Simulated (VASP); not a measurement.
# TiO2 (I4_1/amd) in VASP: notebook

Runs on TiO2. Level: PBEsol. Tasks: single point.

Program: VASP 6.6.1. These are calculated values, not measurements. Logs are shortened: lines on timing, memory, paths and dates and some standing lists are left out, and cuts for length are marked.

## (1) The cell of the first run

The structure is tetragonal, space group I4_1/amd (No. 141). Conventional cell: a = 3.784 Å, b = 3.784 Å, c = 9.515 Å, α = 90.00°, β = 90.00°, γ = 90.00°. Within 2.6 Å of Ti (site symmetry -4m2) lie 6 O at 1.93 to 1.98 Å. O (site symmetry 2mm) has 3 Ti at 1.93 to 1.98 Å and 2 O at 2.47 Å within 2.6 Å.

## (2) Single point, PBEsol

The input, INCAR:

```
SYSTEM = TiO2
PREC = Accurate
ENCUT = 520
EDIFF = 1E-7
ISMEAR = 1
SIGMA = 0.02
LREAL = .False.
LASPH = .True.
NELM = 60
ALGO = Normal
ISIF = 2
LWAVE = .False.
LCHARG = .False.
GGA = PS
NBANDS = 33
```

The input, KPOINTS:

```
Automatic mesh
0
Gamma
  8 8 8
  0 0 0
```

The input, POSCAR:

```
TiO2
1.0
   -1.8921000000      1.8921000000      4.7573000000
    1.8921000000     -1.8921000000      4.7573000000
    1.8921000000      1.8921000000     -4.7573000000
Ti O
2 4
Direct
    0.0000000000      0.0000000000      0.0000000000
    0.7500000000      0.2500000000      0.5000000000
    0.2081000000      0.2081000000      0.0000000000
    0.9581000000      0.4581000000      0.5000000000
    0.5419000000      0.0419000000      0.5000000000
    0.7919000000      0.7919000000      0.0000000000
```

Potentials or basis: VASP PAW PBE potentials, release 64 (Ti_sv, O).

On the command line:

```sh
cat potpaw_PBE.64/Ti_sv/POTCAR potpaw_PBE.64/O/POTCAR > POTCAR
mpirun -np 1 vasp_std > vasp.out
```

OUTCAR:

```text
SYSTEM = TiO2
   PREC = Accurate
   ENCUT = 520
   EDIFF = 1E-7
   ISMEAR = 1
   LREAL = .False.
   LASPH = .True.
   NELM = 60
   ISIF = 2
   GGA = PS

 ion  position               nearest neighbor table
   1  0.000  0.000  0.000-   5 1.93   4 1.93   5 1.93   4 1.93   3 1.98   6 1.98
   2  0.750  0.250  0.500-   6 1.93   3 1.93   6 1.93   3 1.93   4 1.98   5 1.98
   3  0.208  0.208  0.000-   2 1.93   2 1.93   1 1.98
   4  0.958  0.458  0.500-   1 1.93   1 1.93   2 1.98
   5  0.542  0.042  0.500-   1 1.93   1 1.93   2 1.98
   6  0.792  0.792  0.000-   2 1.93   2 1.93   1 1.98

  LATTYP: Found a body centered tetragonal cell.
 ALAT       =     3.7842000000
 C/A-ratio  =     2.5142962846

  Lattice vectors:

 A1 = (  -1.8921000000,   1.8921000000,   4.7573000000)
 A2 = (   1.8921000000,  -1.8921000000,   4.7573000000)
 A3 = (   1.8921000000,   1.8921000000,  -4.7573000000)

Analysis of symmetry for initial positions (statically):
=====================================================================
 Subroutine PRICEL returns:
 Original cell was already a primitive cell.

 Routine SETGRP: Setting up the symmetry group for a
 body centered tetragonal supercell.

 Subroutine GETGRP returns: Found 16 space group operations
 (whereof  8 operations were pure point group operations)
 out of a pool of 16 trial point group operations.

The static configuration has the point symmetry D_2d.
 The point group associated with its full space group is D_4h.

Analysis of symmetry for dynamics (positions and initial velocities):
=====================================================================
 Subroutine PRICEL returns:
 Original cell was already a primitive cell.

 Routine SETGRP: Setting up the symmetry group for a
 body centered tetragonal supercell.

 Subroutine GETGRP returns: Found 16 space group operations
 (whereof  8 operations were pure point group operations)
 out of a pool of 16 trial point group operations.

The dynamic configuration has the point symmetry D_2d.
 The point group associated with its full space group is D_4h.

 Subroutine INISYM returns: Found 16 space group operations
 (whereof  8 operations are pure point group operations),
 and found     1 'primitive' translations

----------------------------------------------------------------------------------------

                                     Primitive cell

  volume of cell :      68.1253

  direct lattice vectors                    reciprocal lattice vectors
    -1.892100000  1.892100000  4.757300000     0.000000000  0.264256646  0.105101633
     1.892100000 -1.892100000  4.757300000     0.264256646  0.000000000  0.105101633
     1.892100000  1.892100000 -4.757300000     0.264256646  0.264256646  0.000000000

  length of vectors
     5.458203744  5.458203744  5.458203744     0.284390450  0.284390450  0.373715333

  position of ions in fractional coordinates (direct lattice)
     0.000000000  0.000000000  0.000000000
     0.750000000  0.250000000  0.500000000
     0.208100000  0.208100000  0.000000000
     0.958100000  0.458100000  0.500000000
     0.541900000  0.041900000  0.500000000
     0.791900000  0.791900000  0.000000000

  ion indices of the primitive-cell ions
   primitive index   ion index
                 1           1
                 2           2
                 3           3
                 4           4
                 5           5
                 6           6

----------------------------------------------------------------------------------------

 KPOINTS: Automatic mesh

Automatic generation of k-mesh.
 Grid dimensions read from file:
 generate k-points for:    8    8    8

 Generating k-lattice:

  Cartesian coordinates                     Fractional coordinates (reciprocal lattice)
     0.000000000  0.033032081  0.013137704     0.125000000  0.000000000 -0.000000000
     0.033032081  0.000000000  0.013137704     0.000000000  0.125000000 -0.000000000
     0.033032081  0.033032081  0.000000000     0.000000000  0.000000000  0.125000000

  Length of vectors
     0.035548806  0.035548806  0.046714417

  Shift w.r.t. Gamma in fractional coordinates (k-lattice)
     0.000000000  0.000000000  0.000000000

 Subroutine IBZKPT returns following result:
 ===========================================

 Found     59 irreducible k-points:

 Following reciprocal coordinates:
            Coordinates               Weight
  0.000000  0.000000  0.000000      1.000000
  0.125000  0.000000  0.000000      8.000000
  0.250000  0.000000  0.000000      8.000000
  0.375000  0.000000 -0.000000      8.000000
  0.500000  0.000000  0.000000      4.000000
  0.125000  0.125000  0.000000      8.000000
[... 16 lines left out ...]
  0.250000  0.125000  0.125000     16.000000
  0.375000  0.125000  0.125000      8.000000
 [... further k-points ...]
   k-points           NKPTS =     59   k-points in BZ     NKDIM =     59   number of bands    NBANDS=     33
   number of dos      NEDOS =    301   number of ions     NIONS =      6
   total plane-waves  NPLWV =  74088
   dimension x,y,z NGX =    42 NGY =   42 NGZ =   42
   dimension x,y,z NGXF=    84 NGYF=   84 NGZF=   84
   ions per type =               2   4
   NGX,Y,Z   is equivalent  to a cutoff of  12.79, 12.79, 12.79 a.u.
   NGXF,Y,Z  is equivalent  to a cutoff of  25.58, 25.58, 25.58 a.u.
 SYSTEM =  TiO2
   PREC   = accura    normal or accurate (medium, high low for compatibility)
   ISTART =      0    job   : 0-new  1-cont  2-samecut
   ICHARG =      2    charge: 1-file 2-atom 10-const
   ISPIN  =      1    spin polarized calculation?
   LNONCOLLINEAR =      F non collinear calculations
   LSORBIT =      F    spin-orbit coupling
   LASPH  =      T    aspherical Exc in radial PAW
   ENCUT  =  520.0 eV  38.22 Ry    6.18 a.u.  10.15 10.15 10.15*2*pi/ulx,y,z
   NELM   =     60;   NELMIN=  2; NELMDL= -5     # of ELM steps
   EDIFF  = 0.1E-06   stopping-criterion for ELM
   LREAL  =      F    real-space projection
   EDIFFG = 0.1E-05   stopping-criterion for IOM
   NSW    =      0    number of steps for IOM
   IBRION =     -1    ionic relax: 0-MD 1-quasi-New 2-CG
   NFREE  =      0    steps in history (QN), initial steepest desc. (CG)
   ISIF   =      2    stress and relaxation
   ISYM   =      2    0-nonsym 1-usesym 2-fastsym
   POTIM  = 0.5000    time-step for ionic-motion
   TEBEG  =    0.0;   TEEND  =   0.0 temperature during run
   PSTRESS=    0.0 pullay stress
   NELECT =      48.0000    total number of electrons
   NUPDOWN=      -1.0000    fix difference up-down
   EMIN   =  10.00;   EMAX   =-10.00  energy-range for DOS
   EFERMI =   0.00;   METHOD = LEGACY
   ISMEAR =     1;   SIGMA  =   0.02  broadening in eV -4-tet -1-fermi 0-gaus
   EFERMI_NEDOS =   21; number of points for ismear=-14 and -15
   IALGO  =     38    algorithm
   IMIX   =      4    mixing-type and parameters
     AMIX     =   0.40;   BMIX     =  1.00
     AMIX_MAG =   1.60;   BMIX_MAG =  1.00
  volume/ion in A,a.u.               =      11.35        76.62
  Fermi-wavevector in a.u.,A,eV,Ry     =   1.456752  2.752862 28.873289  2.122127
  Thomas-Fermi vector in A             =   2.573634
   LORBIT       =      0    0 simple, 1 ext, 2 COOP (PROOUT), +10 PAW based schemes
   GGA     = PS    functional components
   LHFCALC =     F    Hartree Fock is set to
   AEXX    =    0.0000 exact exchange contribution
   IVDW    =     0    specifies the selected vdW correction
   LEPSILON=     F    determine dielectric tensor
   LRPA    =     F    only Hartree local field effects (RPA)
 non-spin polarized calculation
 Methfessel and Paxton  Order N= 1 SIGMA  =   0.02
  energy-cutoff  :      520.00
  volume of cell :       68.13
 maximum number of plane-waves:      1850
 NGX is ok and might be reduce to    42
   NGX = 21   NGY = 21   NGZ = 21

 number of electron      47.9999989 magnetization

 Free energy of the ion-electron system (eV)
  ---------------------------------------------------
  ext. energy  EPLUGINS =         0.00000000
  ---------------------------------------------------
  free energy    TOTEN  =       -56.21721772 eV

  energy without entropy =      -56.21728347  energy(sigma->0) =      -56.21723964

 E-fermi :   3.2551     XC(G=0): -11.0183

 val. band max:        3.2442755118   @ k =  -0.3750   0.3750   0.0000
 cond. band min:       5.3374546316   @ k =   0.0000   0.0000   0.0000
 fundamental gap:      2.0931791198
 Fermi energy:         3.2550954982

 k-point     1 :       0.0000    0.0000    0.0000
  band No.  band energies     occupation
      1     -52.8511      2.00000
      2     -52.7884      2.00000
      3     -29.4391      2.00000
      4     -29.1918      2.00000
      5     -29.1918      2.00000
      6     -29.1176      2.00000
[... 25 lines left out ...]
     32       8.6258      0.00000
     33       8.6408      0.00000

 k-point     2 :       0.1250    0.0000    0.0000
  band No.  band energies     occupation
      1     -52.8490      2.00000
      2     -52.7898      2.00000
      3     -29.4347      2.00000
      4     -29.2121      2.00000
      5     -29.1933      2.00000
      6     -29.1258      2.00000
[... 25 lines left out ...]
     32       8.7546      0.00000
     33       9.0458      0.00000

 k-point     3 :       0.2500    0.0000    0.0000
  band No.  band energies     occupation
      1     -52.8433      2.00000
      2     -52.7938      2.00000
      3     -29.4243      2.00000
      4     -29.2590      2.00000
      5     -29.1966      2.00000
      6     -29.1424      2.00000
[... 25 lines left out ...]
     32       9.1271      0.00000
     33       9.5415      0.00000

 k-point     4 :       0.3750    0.0000   -0.0000
  band No.  band energies     occupation
      1     -52.8365      2.00000
      2     -52.7990      2.00000
      3     -29.4136      2.00000
      4     -29.3058      2.00000
      5     -29.1994      2.00000
      6     -29.1527      2.00000
[... 673 lines left out ...]
     32       9.9154      0.00000
     33      10.2661      0.00000

 k-point    23 :       0.2500    0.1250    0.1250
  band No.  band energies     occupation
      1     -52.8310      2.00000
      2     -52.8021      2.00000
      3     -29.4133      2.00000
      4     -29.3287      2.00000
      5     -29.2342      2.00000
      6     -29.1877      2.00000
[... 25 lines left out ...]
     32       9.9856      0.00000
     33      10.4781      0.00000

 k-point    24 :       0.3750    0.1250    0.1250
  band No.  band energies     occupation
      1     -52.8273      2.00000
      2     -52.8052      2.00000
      3     -29.4078      2.00000
      4     -29.3479      2.00000
      5     -29.2361      2.00000
      6     -29.1941      2.00000
[... 25 lines left out ...]
     32       9.9729      0.00000
     33      10.5367      0.00000

 [... further k-points ...]

------------------------ aborting loop because EDIFF is reached ----------------------------------------

  FORCE on cell =-STRESS in cart. coord.  units (eV):
  Direction    XX          YY          ZZ          XY          YZ          ZX
  --------------------------------------------------------------------------------------
  -------------------------------------------------------------------------------------
  Total       -0.2996312     -0.2996312      0.1238741      0.0000000      0.0000000      0.0000000
  in kB       -7.0467502     -7.0467502      2.9132821      0.0000000      0.0000000      0.0000000
  external PRESSURE =      -3.7267394 kB  Pullay stress =       0.0000000 kB

 VOLUME and BASIS-vectors are now :
 -----------------------------------------------------------------------------
  energy-cutoff  :      520.00
  volume of cell :       68.13
      direct lattice vectors                 reciprocal lattice vectors
    -1.892100000  1.892100000  4.757300000     0.000000000  0.264256646  0.105101633
     1.892100000 -1.892100000  4.757300000     0.264256646  0.000000000  0.105101633
     1.892100000  1.892100000 -4.757300000     0.264256646  0.264256646  0.000000000

 POSITION                                       TOTAL-FORCE (eV/Angst)
 -----------------------------------------------------------------------------------
      0.00000      0.00000      0.00000         0.000000      0.000000      0.000000
      0.00000      1.89210      2.37865         0.000000      0.000000      0.000000
      0.00000      0.00000      1.97999         0.000000      0.000000      0.012067
      0.00000      1.89210      4.35864        -0.000000     -0.000000      0.012067
      0.00000      1.89210      0.39866        -0.000000     -0.000000     -0.012067
      0.00000      0.00000      7.53461         0.000000      0.000000     -0.012067
 -----------------------------------------------------------------------------------
    total drift:                                0.000000      0.000000      0.000000

  FREE ENERGIE OF THE ION-ELECTRON SYSTEM (eV)
  ---------------------------------------------------
  free  energy   TOTEN  =       -56.2172177196 eV

  energy  without entropy=      -56.2172834731  energy(sigma->0) =      -56.21723964
```

It took 8.8 min on 1 thread of Intel Xeon 8259CL, shared host; peak memory 0.32 GiB.

Results:

```
Free energy            : -56.2172 eV
Pressure               : -0.4 GPa
Largest force          : 0.012 eV/Å
Band gap on the k mesh : 2.09 eV (least direct gap 2.40 eV)
```

Forces on the atoms (eV/Å):
```
Ti   0.000  0.000  0.000
Ti   0.000  0.000  0.000
O    0.000  0.000  0.012
O    0.000  0.000  0.012
O    0.000  0.000 -0.012
O    0.000  0.000 -0.012
```

Caveat: the PAW data sets were made with another functional, which shifts forces and pressure a little. A k mesh can miss the band edges.

## (3) Single point, PBEsol

This run uses another cell than the first one, of 11.58 Å³/atom.

The input, INCAR:

```
PREC     = Accurate       # precision mode
ENCUT    = 520            # plane-wave cutoff, eV
EDIFF    = 1E-6           # SCF threshold, eV
ISMEAR   = 1              # smearing method
SIGMA    = 0.02           # smearing width, eV
LREAL    = False          # projectors in reciprocal space
LASPH    = True           # aspherical terms in the spheres
NELM     = 80             # most SCF steps
ALGO     = Normal         # electronic algorithm
ISIF     = 2              # what is computed and relaxed
LWAVE    = False          # write WAVECAR
LCHARG   = True           # write CHGCAR
GGA      = PS             # functional
LELF     = True           # ELF
LVHAR    = True         
NBANDS   = 33             # bands
```

The input, KPOINTS:

```
Automatic mesh
0
Gamma
  8 8 8
```

Changes to POSCAR since step 2:

```diff
@@ -2,5 +2,5 @@
 1.0
-   -1.8921000000      1.8921000000      4.7573000000
-    1.8921000000     -1.8921000000      4.7573000000
-    1.8921000000      1.8921000000     -4.7573000000
+   -1.9046308288      1.9046308288      4.7888062162
+    1.9046308288     -1.9046308288      4.7888062162
+    1.9046308288      1.9046308288     -4.7888062162
 Ti O
```

Potentials or basis: VASP PAW PBE potentials, release 64 (Ti_sv, O).

On the command line:

```sh
cat potpaw_PBE.64/Ti_sv/POTCAR potpaw_PBE.64/O/POTCAR > POTCAR
mpirun -np 1 vasp_std > vasp.out
```

It took 8.8 min on 1 thread of Intel Xeon 8259CL, shared host; peak memory 0.32 GiB.

The run converged. Its results:

| Quantity | Value |
| --- | --- |
| Free energy | -56.1981 eV |
| Pressure | -4.5 GPa |
| Largest force | 0.103 eV/Å |
| Band gap on the k mesh | 2.05 eV (least direct gap 2.35 eV) |

Forces in eV/Å, atoms in the order of the input:
```
Ti   0.000  0.000  0.000
Ti   0.000  0.000  0.000
O    0.000  0.000 -0.103
O    0.000  0.000 -0.103
O    0.000  0.000  0.103
O    0.000  0.000  0.103
```

Stress tensor (GPa, compression positive):
```
-4.75  0.00  0.00
 0.00 -4.75  0.00
 0.00  0.00 -4.03
```

Levels at points of the mesh, in eV from the valence-band top:
| k point | band 21 | band 22 | band 23 | band 24 | band 25 | band 26 | band 27 | band 28 |
| --- | --- | --- | --- | --- | --- | --- | --- | --- |
| (0.00, 0.00, 0.00) | -0.75 | -0.73 | -0.42 | -0.42 | 2.05 | 2.78 | 3.89 | 3.89 |
| (0.50, 0.00, 0.00) | -1.91 | -0.90 | -0.83 | -0.60 | 3.16 | 3.47 | 3.48 | 3.58 |
| (0.50, 0.50, 0.00) | -2.02 | -2.02 | -0.01 | -0.01 | 3.27 | 3.27 | 3.74 | 3.74 |
| (0.50, 0.50, 0.50) | -1.24 | -1.24 | -0.09 | -0.09 | 2.40 | 2.40 | 3.68 | 3.68 |

Caveat: the cell stands under tension; the PAW data sets were made with another functional, which shifts forces and pressure a little. A k mesh can miss the band edges.

[end of part 1 of 2]
